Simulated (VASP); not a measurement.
**BaW: single point with PBE**

The system is BaW.

```
Ba W
1.0
     5.38188    0.00000    0.00000
    -2.69094    4.66085    0.00000
     0.00000    0.00000    6.37729
Ba W
3 3
Cartesian
  3.6980 0.0000 4.2515
  -1.8490 3.2025 2.1258
  0.8420 1.4583 0.0000
  3.1152 0.0000 1.0629
  -1.5576 2.6978 5.3144
  1.1333 1.9630 3.1886
```

| Item | Value |
| --- | --- |
| Program | VASP 6.6.1 |
| Task | single point |
| Functional | PBE |
| Potentials or basis | VASP PAW PBE potentials, release 64 (Ba_sv, W_sv) |
| Cutoff | 520 eV |
| k mesh | 6 × 6 × 4 |
| Occupations | gaussian, width 0.1 eV |
| Spin | no spin polarisation |
| Dipole correction | no |
| Further INCAR settings | ALGO = Fast; EDIFF = 1e-07; NBANDS = 45 |

- Pressure: 2.0 GPa
- Largest force: 0.248 eV/Å
- Band gap on the k mesh: zero (bands 36 and 37 overlap by 0.39 eV)

Forces on the atoms (eV/Å):
```
Ba   0.007  0.000  0.000
Ba  -0.003  0.006  0.000
Ba  -0.003 -0.006  0.000
W    0.248  0.000  0.000
W   -0.124  0.215  0.000
W   -0.124 -0.215  0.000
```

Stress tensor (GPa, compression positive):
```
2.03 0.00 0.00
0.00 2.03 0.00
0.00 0.00 1.81
```

Levels at points of the mesh, in eV from the Fermi level:
| k point | band 32 | band 33 | band 34 | band 35 | band 36 | band 37 | band 38 | band 39 | band 40 | band 41 |
| --- | --- | --- | --- | --- | --- | --- | --- | --- | --- | --- |
| (0.00, 0.00, 0.00) | -0.64 | -0.37 | -0.37 | -0.31 | -0.21 | 0.24 | 0.24 | 0.63 | 0.63 | 0.64 |
| (0.50, 0.00, 0.00) | -0.87 | -0.57 | -0.47 | -0.30 | -0.20 | -0.04 | 0.17 | 0.46 | 0.80 | 1.47 |
| (0.00, 0.00, 0.50) | -0.76 | -0.55 | -0.32 | 0.21 | 0.21 | 0.29 | 0.54 | 0.54 | 0.86 | 0.95 |
| (0.50, 0.00, 0.50) | -0.86 | -0.63 | -0.38 | -0.34 | -0.17 | -0.17 | 0.44 | 0.61 | 0.82 | 0.99 |

Run time: 5.2 min on 1 thread of Intel(R) Xeon(R) 6975P-C (Granite Rapids), on a shared host, peak memory 0.35 GiB.

Caveat: spin-orbit coupling is left out, which moves the levels of the heavy elements.
